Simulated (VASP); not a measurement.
# Au (I4/mmm) in VASP: notebook

The runs below take Au through single point, with PBE.

Program: VASP 6.6.1. These are calculated values, not measurements. Logs are shortened: lines on timing, memory, paths and dates and some standing lists are left out, and cuts for length are marked.

### 1 The cell of the first run

The structure is tetragonal, space group I4/mmm (No. 139). Conventional cell: a = 2.997 Å, b = 2.997 Å, c = 4.119 Å, α = 90.00°, β = 90.00°, γ = 90.00°. Within 3.9 Å of Au (site symmetry 4/mmm) lie 12 Au at 2.96 to 3.00 Å.

### 2 Single point, PBE (volume scaled by 1.03, then relaxed in part)

Input file INCAR:

```
  PREC = Accurate
  ENCUT = 520
  EDIFF = 1E-6
  ISMEAR = 0
  SIGMA = 0.1
  LREAL = F
  LASPH = T
  NELM = 80
  ALGO = Fast
  ISIF = 2
  LWAVE = F
  LCHARG = T
  GGA = PE
  LELF = T
  LVHAR = T
  NBANDS = 18
```

Input file KPOINTS:

```
Automatic mesh
0
Gamma
  14 14 10
```

Input file POSCAR:

```
Au
1.0
    2.9729699842     -0.0184961273      0.3818506860
   -0.0322065518      2.9710493819      0.3956398473
   -0.5235019566     -0.5449169457      4.0494277132
Au
2
Direct
    0.2500000000      0.2500000000      0.7500000000
    0.7500000000      0.7500000000      0.2500000000
```

Potentials or basis: VASP PAW PBE potentials, release 64 (Au).

Started as:

```bash
cat potpaw_PBE.64/Au/POTCAR > POTCAR
mpirun -np 1 vasp_std > vasp.out
```

OUTCAR:

```text
PREC = Accurate
   ENCUT = 520
   EDIFF = 1E-6
   ISMEAR = 0
   LREAL = F
   LASPH = T
   NELM = 80
   ISIF = 2
   GGA = PE

 ion  position               nearest neighbor table
   1  0.250  0.250  0.750-   2 2.96   2 2.96   2 2.96   2 2.96   2 2.96   2 2.96   2 2.96   2 2.96

   2  0.750  0.750  0.250-   1 2.96   1 2.96   1 2.96   1 2.96   1 2.96   1 2.96   1 2.96   1 2.96

  LATTYP: Found a base centered orthorhombic cell.
 ALAT       =     4.2389454473
 B/A-ratio  =     1.0000415523
 C/A-ratio  =     0.9717810449

  Lattice vectors:

 A1 = (   0.0322065518,  -2.9710493819,  -0.3956398473)
 A2 = (   2.9729699842,  -0.0184961273,   0.3818506860)
 A3 = (  -0.5235019566,  -0.5449169457,   4.0494277132)

Analysis of symmetry for initial positions (statically):
=====================================================================
 Subroutine PRICEL returns following result:

  LATTYP: Found a face centered orthorhombic cell.
 ALAT       =     4.1193268359
 B/A-ratio  =     1.0290383881
 C/A-ratio  =     1.0290811471

  Lattice vectors:

 A1 = (   2.9729699842,  -0.0184961273,   0.3818506860)
 A2 = (   1.2086307379,   1.2038181544,   2.4134591232)
 A3 = (   1.2408372897,  -1.7672312275,   2.0178192759)

   2 primitive cells build up your supercell.

 Routine SETGRP: Setting up the symmetry group for a
 base centered orthorhombic supercell.

 Subroutine GETGRP returns: Found  8 space group operations
 (whereof  4 operations were pure point group operations)
 out of a pool of  8 trial point group operations.

The static configuration has the point symmetry C_2h.
 The point group associated with its full space group is D_2h.

Analysis of symmetry for dynamics (positions and initial velocities):
=====================================================================
 Subroutine PRICEL returns following result:

  LATTYP: Found a face centered orthorhombic cell.
 ALAT       =     4.1193268359
 B/A-ratio  =     1.0290383881
 C/A-ratio  =     1.0290811471

  Lattice vectors:

 A1 = (   2.9729699842,  -0.0184961273,   0.3818506860)
 A2 = (   1.2086307379,   1.2038181544,   2.4134591232)
 A3 = (   1.2408372897,  -1.7672312275,   2.0178192759)

   2 primitive cells build up your supercell.

 Routine SETGRP: Setting up the symmetry group for a
 base centered orthorhombic supercell.

 Subroutine GETGRP returns: Found  8 space group operations
 (whereof  4 operations were pure point group operations)
 out of a pool of  8 trial point group operations.

The dynamic configuration has the point symmetry C_2h.
 The point group associated with its full space group is D_2h.

 Subroutine INISYM returns: Found  8 space group operations
 (whereof  4 operations are pure point group operations),
 and found     2 'primitive' translations

----------------------------------------------------------------------------------------

                                     Primitive cell

  volume of cell :      18.5055

  direct lattice vectors                    reciprocal lattice vectors
     2.972969984 -0.018496127  0.381850686     0.361743326  0.030040409 -0.196140588
     1.208630738  1.203818154  2.413459123    -0.034449103  0.298565970  0.282671914
     1.240837290 -1.767231227  2.017819276    -0.027252408 -0.362791516  0.194605787

  length of vectors
     2.997449346  2.955461275  2.955398116     0.412591554  0.412591554  0.412591554

  position of ions in fractional coordinates (direct lattice)
     0.500000000  0.000000000  0.500000000

  ion indices of the primitive-cell ions
   primitive index   ion index
                 1           1

----------------------------------------------------------------------------------------

 KPOINTS: Automatic mesh

Automatic generation of k-mesh.
 Grid dimensions read from file:
 generate k-points for:   14   14   10

 Generating k-lattice:

  Cartesian coordinates                     Fractional coordinates (reciprocal lattice)
     0.023635184 -0.000148026  0.003035590     0.071428571  0.000000000  0.000000000
    -0.000257025  0.023619910  0.003145219    -0.000000000  0.071428571 -0.000000000
    -0.003085076 -0.003211277  0.023863885     0.000000000  0.000000000  0.100000000

  Length of vectors
     0.023829784  0.023829784  0.024275811

  Shift w.r.t. Gamma in fractional coordinates (k-lattice)
     0.000000000  0.000000000  0.000000000

 Subroutine IBZKPT returns following result:
 ===========================================

 Found    342 irreducible k-points:

 Following reciprocal coordinates:
            Coordinates               Weight
  0.000000  0.000000  0.000000      1.000000
  0.071429  0.000000 -0.000000      4.000000
  0.142857  0.000000  0.000000      4.000000
  0.214286 -0.000000  0.000000      4.000000
  0.285714 -0.000000  0.000000      4.000000
  0.357143  0.000000 -0.000000      4.000000
[... 16 lines left out ...]
  0.214286  0.142857  0.000000      4.000000
  0.285714  0.142857  0.000000      4.000000
 [... further k-points ...]
   k-points           NKPTS =    342   k-points in BZ     NKDIM =    342   number of bands    NBANDS=     18
   number of dos      NEDOS =    301   number of ions     NIONS =      2
   total plane-waves  NPLWV =  18432
   dimension x,y,z NGX =    24 NGY =   24 NGZ =   32
   dimension x,y,z NGXF=    48 NGYF=   48 NGZF=   64
   ions per type =               2
   NGX,Y,Z   is equivalent  to a cutoff of  13.31, 13.31, 12.91 a.u.
   NGXF,Y,Z  is equivalent  to a cutoff of  26.62, 26.62, 25.83 a.u.
 SYSTEM =  unknown system
   PREC   = accura    normal or accurate (medium, high low for compatibility)
   ISTART =      0    job   : 0-new  1-cont  2-samecut
   ICHARG =      2    charge: 1-file 2-atom 10-const
   ISPIN  =      1    spin polarized calculation?
   LNONCOLLINEAR =      F non collinear calculations
   LSORBIT =      F    spin-orbit coupling
   LASPH  =      T    aspherical Exc in radial PAW
   ENCUT  =  520.0 eV  38.22 Ry    6.18 a.u.   5.57  5.57  7.66*2*pi/ulx,y,z
   NELM   =     80;   NELMIN=  2; NELMDL= -5     # of ELM steps
   EDIFF  = 0.1E-05   stopping-criterion for ELM
   LREAL  =      F    real-space projection
   EDIFFG = 0.1E-04   stopping-criterion for IOM
   NSW    =      0    number of steps for IOM
   IBRION =     -1    ionic relax: 0-MD 1-quasi-New 2-CG
   NFREE  =      0    steps in history (QN), initial steepest desc. (CG)
   ISIF   =      2    stress and relaxation
   ISYM   =      2    0-nonsym 1-usesym 2-fastsym
   POTIM  = 0.5000    time-step for ionic-motion
   TEBEG  =    0.0;   TEEND  =   0.0 temperature during run
   PSTRESS=    0.0 pullay stress
   NELECT =      22.0000    total number of electrons
   NUPDOWN=      -1.0000    fix difference up-down
   EMIN   =  10.00;   EMAX   =-10.00  energy-range for DOS
   EFERMI =   0.00;   METHOD = LEGACY
   ISMEAR =     0;   SIGMA  =   0.10  broadening in eV -4-tet -1-fermi 0-gaus
   EFERMI_NEDOS =   21; number of points for ismear=-14 and -15
   IALGO  =     68    algorithm
   IMIX   =      4    mixing-type and parameters
     AMIX     =   0.40;   BMIX     =  1.00
     AMIX_MAG =   1.60;   BMIX_MAG =  1.00
  volume/ion in A,a.u.               =      18.51       124.88
  Fermi-wavevector in a.u.,A,eV,Ry     =   1.376488  2.601185 25.779217  1.894719
  Thomas-Fermi vector in A             =   2.501728
   LORBIT       =      0    0 simple, 1 ext, 2 COOP (PROOUT), +10 PAW based schemes
   GGA     = PE    functional components
   LHFCALC =     F    Hartree Fock is set to
   AEXX    =    0.0000 exact exchange contribution
   IVDW    =     0    specifies the selected vdW correction
   LEPSILON=     F    determine dielectric tensor
   LRPA    =     F    only Hartree local field effects (RPA)
 non-spin polarized calculation
 RMM-DIIS sequential band-by-band and
 Gauss-broadening in eV      SIGMA  =   0.10
  energy-cutoff  :      520.00
  volume of cell :       37.01
 maximum number of plane-waves:      1015
   NGX = 11   NGY = 11   NGZ = 15

 number of electron      22.0000003 magnetization

 Free energy of the ion-electron system (eV)
  ---------------------------------------------------
  ext. energy  EPLUGINS =         0.00000000
  ---------------------------------------------------
  free energy    TOTEN  =        -6.42993672 eV

  energy without entropy =       -6.42751913  energy(sigma->0) =       -6.42872793

 E-fermi :   8.1678     XC(G=0): -12.2281

 val. band max:        8.1585414945   @ k =  -0.0714   0.0714   0.2000
 cond. band min:       8.1946467536   @ k =   0.2857   0.1429   0.4000
 fundamental gap:      0.0361052591
 Fermi energy:         8.1678451960

 k-point     1 :       0.0000    0.0000    0.0000
  band No.  band energies     occupation
      1      -0.8554      2.00000
      2       1.8490      2.00000
      3       2.1031      2.00000
      4       3.8127      2.00000
      5       3.8130      2.00000
      6       4.0353      2.00000
[... 10 lines left out ...]
     17      24.2054      0.00000
     18      26.1606      0.00000

 k-point     2 :       0.0714    0.0000   -0.0000
  band No.  band energies     occupation
      1      -0.7471      2.00000
      2       1.9143      2.00000
      3       2.1619      2.00000
      4       3.7800      2.00000
      5       3.8455      2.00000
      6       4.0771      2.00000
[... 10 lines left out ...]
     17      24.6002      0.00000
     18      25.5258      0.00000

 k-point     3 :       0.1429    0.0000    0.0000
  band No.  band energies     occupation
      1      -0.4291      2.00000
      2       2.0732      2.00000
      3       2.3579      2.00000
      4       3.6914      2.00000
      5       3.9421      2.00000
      6       4.1822      2.00000
[... 10 lines left out ...]
     17      24.1954      0.00000
     18      25.0182      0.00000

 k-point     4 :       0.2143   -0.0000    0.0000
  band No.  band energies     occupation
      1       0.0761      2.00000
      2       2.2702      2.00000
      3       2.6900      2.00000
      4       3.5738      2.00000
      5       4.0984      2.00000
      6       4.2799      2.00000
[... 375 lines left out ...]
      4       3.4430      2.00000
      5       4.2069      2.00000
      6       4.3750      2.00000
[... 10 lines left out ...]
     17      24.6092      0.00000
     18      24.9852      0.00000

 k-point    23 :       0.2143    0.1429    0.0000
  band No.  band energies     occupation
      1       0.4677      2.00000
      2       2.5452      2.00000
      3       2.8447      2.00000
      4       3.2793      2.00000
      5       4.4168      2.00000
      6       4.4260      2.00000
[... 10 lines left out ...]
     17      23.6721      0.00000
     18      24.8401      0.00000

 k-point    24 :       0.2857    0.1429    0.0000
  band No.  band energies     occupation
      1       1.0733      2.00000
      2       2.7616      2.00000
      3       3.1384      2.00000
      4       3.1469      2.00000
      5       3.9557      2.00000
      6       4.2487      2.00000
[... 10 lines left out ...]
     17      22.5298      0.00000
     18      24.7673      0.00000

 [... further k-points ...]
[... 5 lines left out ...]
  --------------------------------------------------------------------------------------
  -------------------------------------------------------------------------------------
  Total       -0.9031673     -0.9031906     -0.9184862     -0.0004491      0.0020723      0.0019893
  in kB      -39.0974843    -39.0984960    -39.7606324     -0.0194432      0.0897103      0.0861139
  external PRESSURE =     -39.3188709 kB  Pullay stress =       0.0000000 kB

 VOLUME and BASIS-vectors are now :
 -----------------------------------------------------------------------------
  energy-cutoff  :      520.00
  volume of cell :       37.01
      direct lattice vectors                 reciprocal lattice vectors
     2.972969984 -0.018496127  0.381850686     0.330892570 -0.002072365  0.042498262
    -0.032206552  2.971049382  0.395639847    -0.003598348  0.330678743  0.044033064
    -0.523501957 -0.544916946  4.049427713    -0.030850756 -0.032112773  0.238638851

 POSITION                                       TOTAL-FORCE (eV/Angst)
 -----------------------------------------------------------------------------------
      0.34256      0.32945      3.23144        -0.000000     -0.000000     -0.000000
      2.07470      2.07819      1.59547         0.000000      0.000000      0.000000
 -----------------------------------------------------------------------------------
    total drift:                                0.000000     -0.000000      0.000000

  FREE ENERGIE OF THE ION-ELECTRON SYSTEM (eV)
  ---------------------------------------------------
  free  energy   TOTEN  =        -6.4299367212 eV

  energy  without entropy=       -6.4275191334  energy(sigma->0) =       -6.42872793
```

Wall time 2.2 min (1 thread of Intel Xeon Platinum 8259CL at 2.50GHz (Skylake/Cascade Lake), shared host); peak memory 0.29 GiB.

What came out:

```
Free energy            : -6.4299 eV
Pressure               : -3.9 GPa
Band gap on the k mesh : zero (band 11 reaches 12.29 eV, above the bottom of band 12 at 5.60 eV)
```

Caveat: spin-orbit coupling is left out, which moves the levels of the heavy elements.

(Part 1 of 2 ends here.)
